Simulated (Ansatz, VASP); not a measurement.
This is a calculation of MgMnNbO4 for Ansatz 0.2.0.

The input input.yaml:

```yaml
crystal:
  lattice:
    - [-2.1262408491, 2.1284835524, 4.8377987134]
    - [2.1262408491, -2.1284835524, 4.8377987134]
    - [2.1262408491, 2.1284835524, -4.8377987134]
  atoms:
    - { symbol: Nb, position: [0.000123, 0.000123, 0.0] }
    - { symbol: Mn, position: [0.749094, 0.249094, 0.5], spin: 4.0 }
    - { symbol: Mg, position: [0.250395, 0.750395, 0.5] }
    - { symbol: O, position: [0.7755, 0.7755, 0.0] }
    - { symbol: O, position: [0.012866, 0.512866, 0.5] }
    - { symbol: O, position: [0.22477, 0.22477, 0.0] }
    - { symbol: O, position: [0.487252, 0.987252, 0.5] }
hamiltonian:
  xc: pbe
  pseudopotentials: { kind: paw }
magnetization:
  spin_polarized: true
kpoints:
  mp_grid: { grid: [9, 9, 9] }
scf:
  occupations: { method: fermi_dirac, width: 0.05 }
output:
  forces: true
  stress: true
  eigenvalues: true
```

Potentials or basis: Ansatz PAW.

Run with:

```bash
$ ansatz run input.yaml --threads 4 --pin off --max-ram 10240MiB --backend cpu --events-out ev --progress --plain --runs-dir out
```

Problem. Translate it to VASP 6.6.1. Potentials there: VASP PAW PBE potentials, release 64 (Nb_sv, Mn_pv, Mg, O).

Solution. As run (the cutoff follows the program's own potentials):

File INCAR:

```
SYSTEM = MgMnNbO4
PREC     = Accurate       ! precision mode
ENCUT    = 600            ! plane-wave cutoff, eV
EDIFF    = 1E-6           ! SCF threshold, eV
ISMEAR   = -1             ! smearing method
SIGMA    = 0.05           ! smearing width, eV
LREAL    = .False.        ! projectors in reciprocal space
LASPH    = .True.         ! aspherical terms in the spheres
NELM     = 200            ! most SCF steps
ALGO     = Normal         ! electronic algorithm
ISIF     = 2              ! what is computed and relaxed
LWAVE    = .False.        ! write WAVECAR
LCHARG   = .False.        ! write CHGCAR
ISPIN    = 2              ! spin polarisation
MAGMOM   = 0 4 0 0 0 0 0  ! initial moments
LORBIT   = 11             ! projections on sites
LMAXMIX  = 4              ! l up to which the mixer works
GGA      = PE             ! functional
NBANDS   = 39             ! bands
GGA_COMPAT= .False.      
KPAR     = 4
```

Contents of KPOINTS:

```
regular mesh
0
Gamma
  9 9 9
  0 0 0
```

The input POSCAR:

```
MgMnNbO4
1.0
   -2.1262408491      2.1284835524      4.8377987134
    2.1262408491     -2.1284835524      4.8377987134
    2.1262408491      2.1284835524     -4.8377987134
Nb Mn Mg O
1 1 1 4
Direct
    0.0001230000      0.0001230000      0.0000000000
    0.7490940000      0.2490940000      0.5000000000
    0.2503950000      0.7503950000      0.5000000000
    0.7755000000      0.7755000000      0.0000000000
    0.0128660000      0.5128660000      0.5000000000
    0.2247700000      0.2247700000      0.0000000000
    0.4872520000      0.9872520000      0.5000000000
```

Potentials or basis: VASP PAW PBE potentials, release 64 (Nb_sv, Mn_pv, Mg, O).

Run with:

```console
$ cat potpaw_PBE.64/Nb_sv/POTCAR potpaw_PBE.64/Mn_pv/POTCAR potpaw_PBE.64/Mg/POTCAR potpaw_PBE.64/O/POTCAR > POTCAR
$ mpirun -np 4 vasp_std > vasp.out
```

Both were run:

|  | VASP | Ansatz | Ansatz less VASP |
| --- | --- | --- | --- |
| gap on the k mesh at the Fermi level (eV) | none | none | - |
| pressure (GPa) | -13.5 | -13.1 | +0.37 |
| traceless stress, the component that is largest in VASP (GPa) | 2.70 | 2.75 | +0.057 |
| rms of the force components (eV/Å) | 0.139 | 0.136 | -0.0032 |
| net moment per atom (μB) | 0.56 | 0.56 | 0.000 |
| size of the moment on the site where the two differ most (μB) | 4.29 | 3.94 | -0.357 |

Site moments also hang on the region over which each program counts them. Atom by atom the forces differ by 0.005 eV/Å (rms over components). A gap of «none» marks a metal or a gap that the smearing closes. With one functional, cell and mesh, what is left measures potentials, basis and numerics. VASP's potentials hold 52 valence electrons a cell and Ansatz's 62, so a difference there can come from the potentials and not from the codes.
